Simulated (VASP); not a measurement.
System: SiO2.

```
Si O
1.0
     8.38869    0.00000    0.00000
     0.00000    8.38869    0.00000
     0.00000    0.00000    8.03564
Si O
24 48
Cartesian
  8.3834 8.3869 8.0355
  8.3832 8.3876 2.6785
  8.3832 8.3878 5.3570
  8.3837 4.1930 0.0001
  8.3838 4.1930 2.6786
  8.3839 4.1930 5.3570
  4.1888 8.3868 0.0001
  4.1893 8.3873 2.6787
  4.1893 8.3875 5.3571
  4.1887 4.1928 8.0355
  4.1886 4.1932 2.6783
  4.1888 4.1932 5.3569
  2.0919 2.0959 1.3391
  2.0919 2.0956 4.0178
  2.0921 2.0959 6.6966
  2.0917 6.2900 1.3394
  2.0921 6.2906 4.0179
  2.0918 6.2900 6.6963
  6.2857 2.0955 1.3393
  6.2858 2.0956 6.6966
  6.2862 6.2900 1.3395
  6.2858 6.2900 4.0179
  6.2861 6.2899 6.6964
  6.2862 2.0967 4.0179
  5.0031 3.3799 4.0178
  1.2780 1.2826 8.0356
  1.2781 1.2826 2.6785
  1.2780 1.2826 5.3570
  1.2782 5.4769 0.0001
  1.2781 5.4775 2.6786
  1.2783 5.4774 5.3570
  5.4724 1.2819 0.0000
  5.4723 1.2830 2.6788
  5.4720 1.2832 5.3570
  5.4723 5.4765 0.0000
  5.4721 5.4770 2.6784
  5.4721 5.4769 5.3571
  2.9057 2.9089 8.0356
  2.9054 2.9090 2.6786
  2.9054 2.9090 5.3571
  2.9057 7.1033 0.0002
  2.9055 7.1034 2.6787
  2.9056 7.1034 5.3572
  7.1002 2.9087 0.0002
  7.1004 2.9089 2.6783
  7.1004 2.9088 5.3577
  7.0998 7.1029 0.0002
  7.1001 7.1028 2.6789
  7.1000 7.1029 5.3570
  0.8089 3.3797 1.3390
  0.8093 3.3803 4.0179
  0.8090 3.3800 6.6966
  0.8085 7.5741 1.3392
  0.8076 7.5744 4.0178
  0.8086 7.5738 6.6964
  5.0024 3.3795 1.3391
  5.0023 3.3798 6.6963
  5.0028 7.5743 1.3393
  5.0027 7.5742 4.0179
  5.0029 7.5741 6.6964
  3.3755 0.8118 1.3393
  3.3750 0.8117 4.0178
  3.3751 0.8117 6.6965
  3.3751 5.0060 1.3392
  3.3748 5.0061 4.0177
  3.3752 5.0058 6.6964
  7.5694 0.8114 1.3392
  7.5695 0.8124 4.0176
  7.5692 0.8112 6.6963
  7.5701 5.0061 1.3392
  7.5692 5.0053 4.0178
  7.5701 5.0062 6.6965
```

Base run:

- Program: VASP 6.6.1
- Functional: PBEsol
- Potentials or basis: VASP PAW PBE potentials, release 64 (Si, O)
- Cutoff: 520 eV
- k mesh: 1 × 1 × 1, shifted
- Occupations: fermi-dirac, width 0.05 eV
- Spin: no spin polarisation

Its results: band gap on the k mesh 6.41 eV; pressure 0.7 GPa; largest force 0.049 eV/Å.

**Question.** The run is repeated on the same cell with these changes: functional from PBEsol to r2SCAN; cutoff from 520 eV to 580 eV. What comes out?

**Answer.** Band gap on the k mesh 7.41 eV; pressure -2.7 GPa; largest force 0.048 eV/Å.

Caveats: the PAW data sets were made with another functional, which shifts forces and pressure a little.

A k mesh can miss the band edges.
